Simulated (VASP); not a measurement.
## SiGe: single point with PBEsol

The system is SiGe.

```
CELL_PARAMETERS angstrom
3.90445 0.00000 0.00000
-1.95223 3.38135 0.00000
0.00000 0.00000 6.45078
ATOMIC_POSITIONS crystal
Si 0.66667 0.33333 0.88391
Si 0.33333 0.66667 0.38391
Ge 0.66667 0.33333 0.49680
Ge 0.33333 0.66667 0.99680
```

This cell differs from its parent crystal: atoms displaced along a vibrational mode.

| Property | Result |
| --- | --- |
| Program | VASP 6.6.1 |
| Task | single point |
| Functional | PBEsol |
| Potentials or basis | VASP PAW PBE potentials, release 64 (Si, Ge_d) |
| Cutoff | 520 eV |
| k mesh | 12 × 12 × 6 |
| Occupations | gaussian, width 0.03 eV |
| Spin | no spin polarisation |

```yaml
Pressure: 0.0 GPa
Largest_force: 0.892 eV/Å
Band_gap_on_the_k_mesh: 0.07 eV
```

Forces in eV/Å, atoms in the order of the input:
```
Si   0.000  0.000 -0.892
Si   0.000  0.000 -0.892
Ge   0.000  0.000  0.892
Ge   0.000  0.000  0.892
```

Stress tensor (GPa, compression positive):
```
 1.45  0.00  0.00
 0.00  1.45  0.00
 0.00  0.00 -2.77
```

Levels at points of the mesh, in eV from the valence-band top:
```
           k point  band 16  band 17  band 18  band 19  band 20  band 21
(0.00, 0.00, 0.00)    -0.38    -0.38     0.00     0.07     1.29     1.97
(0.50, 0.00, 0.00)    -3.40    -2.93    -1.90     0.10     1.73     3.39
(0.00, 0.00, 0.50)    -1.23    -1.23    -1.23     0.86     0.86     2.89
(0.50, 0.00, 0.50)    -2.79    -2.55    -2.55     0.52     0.52     1.47
```

Run time: 63 s on 1 thread of Intel(R) Xeon(R) 6975P-C (Granite Rapids), on a shared host, peak memory 0.28 GiB.

Caveat: the cell differs from its parent crystal (atoms displaced along a vibrational mode); the PAW data sets were made with another functional, which shifts forces and pressure a little. A k mesh can miss the band edges.
